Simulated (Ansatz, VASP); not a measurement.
# One calculation of TiC, two programs

```xyz
2
Lattice="0.0000 2.0110 2.0110 2.0110 0.0000 2.0110 2.0110 2.0110 0.0000" Properties=species:S:1:pos:R:3 pbc="T T T"
Ti    0.0000    0.0000    0.0000
C     2.0110    2.0110    2.0110
```

Change from the starting cell: volume scaled by 0.8, PAW files.

Alike in both runs: task single point; functional PBE; k mesh 15 × 15 × 15; occupations fermi-dirac, width 0.05 eV; no spin polarisation.

|  | VASP | Ansatz |
| --- | --- | --- |
| version | VASP 6.6.1 | Ansatz 0.2.0 |
| potentials or method | VASP PAW PBE potentials, release 64 (Ti_sv, C) | PAW with Ansatz's default frozen-core files, scalar-relativistic |
| plane-wave cutoff (eV) | 520 | 420 |
| valence electrons in the cell | 16 | 16 |

```tsv
	VASP	Ansatz	Ansatz less VASP
pressure (GPa)	87.0	87.0	+0.07
```

Both programs put the cell under a high pressure, so it lies far from rest at this level. The functional is the same, so the differences come from potentials, cutoffs and numerics.

Noted on VASP's run: the cell as given lies far from equilibrium.
